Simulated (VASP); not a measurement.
Write the native input for VASP 6.6.1 that does the following.

* Task: single point
* Functional: PBEsol
* Dispersion: D3(BJ)
* Potentials or basis: VASP PAW PBE potentials, release 64 (Tl_d, In_d)
* Cutoff: 520 eV
* k mesh: 6 × 6 × 1
* Occupations: methfessel-paxton, width 0.3 eV
* Spin: no spin polarisation
* Dipole correction: yes
* Further INCAR settings: ALGO = Normal; EDIFF = 1e-06; NBANDS = 34

The structure of TlIn lies in POSCAR:

```
TlIn
1.0
    3.4127900000      0.0000000000      0.0000000000
   -1.7063950000      2.9555640000      0.0000000000
    0.0000000000      0.0000000000     24.3631390000
Tl In
2 2
Direct
    0.3333333333      0.6666666667      0.4427883041
    0.0000000000      0.0000000000      0.6716350877
    0.0000000000      0.0000000000      0.3283649123
    0.6666666667      0.3333333333      0.5572116959
```

One way to write it, as run:

INCAR

```
  ALGO = Normal
  DIPOL = 0.5 0.5 0.500
  EDIFF = 1E-6
  ENCUT = 520
  GGA = PS
  IDIPOL = 3
  ISIF = 2
  ISMEAR = 1
  IVDW = 12
  LASPH = True
  LCHARG = True
  LDIPOL = True
  LELF = True
  LREAL = False
  LVACPOTAV = True
  LVHAR = True
  LWAVE = False
  NBANDS = 34
  NELM = 60
  PREC = Accurate
  SIGMA = 0.3
```

KPOINTS

```
k-points
0
Gamma
  6 6 1
```

Potentials or basis: VASP PAW PBE potentials, release 64 (Tl_d, In_d).

Run with:

```console
$ cat potpaw_PBE.64/Tl_d/POTCAR potpaw_PBE.64/In_d/POTCAR > POTCAR
$ mpirun -np 1 vasp_std > vasp.out
```

It gave:

| Property | Result |
| --- | --- |
| Largest force | 0.243 eV/Å |
| Band gap on the k mesh | zero (band 26 reaches 2.15 eV, above the bottom of band 27 at 0.08 eV) |
| Dispersion energy per atom | -0.265 eV |

Caveat: three body term missing; the PAW data sets were made with another functional, which shifts forces and pressure a little; spin-orbit coupling is left out, which moves the levels of the heavy elements.

Wall time 96 s on 1 thread of Intel(R) Xeon(R) Platinum 8488C (Sapphire Rapids) (shared host), peak memory 0.39 GiB.
